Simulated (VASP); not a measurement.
# Al: single point with LDA

Al:

```
CELL_PARAMETERS angstrom
2.57329 0.00000 0.00000
-1.28664 2.22853 0.00000
0.00000 0.00000 4.22760
ATOMIC_POSITIONS crystal
Al 0.33333 0.66667 0.25000
Al 0.66667 0.33333 0.75000
```

```
Program             : VASP 6.6.1
Task                : single point
Functional          : LDA
Potentials or basis : VASP PAW LDA potentials, release 64 (Al)
Cutoff              : 520 eV
k mesh              : 15 × 15 × 8
Occupations         : fermi-dirac, width 0.08 eV
Spin                : no spin polarisation
```

```yaml
Pressure: 40.3 GPa
Band_gap_on_the_k_mesh: zero (band 3 reaches 16.20 eV, above the bottom of band 4 at 7.89 eV)
```

Levels at points of the mesh, in eV from the Fermi level:
| k point | band 1 | band 2 | band 3 | band 4 | band 5 | band 6 | band 7 |
| --- | --- | --- | --- | --- | --- | --- | --- |
| (0.00, 0.00, 0.00) | -13.43 | -5.92 | -4.98 | 12.75 | 12.75 | 13.26 | 13.26 |
| (0.00, 0.00, 0.50) | -11.39 | -11.39 | 3.91 | 3.91 | 13.65 | 13.65 | 13.65 |

Wall time 8.6 s on 1 thread of Intel(R) Xeon(R) 6975P-C (Granite Rapids), with other jobs on the host, peak memory 0.13 GiB.
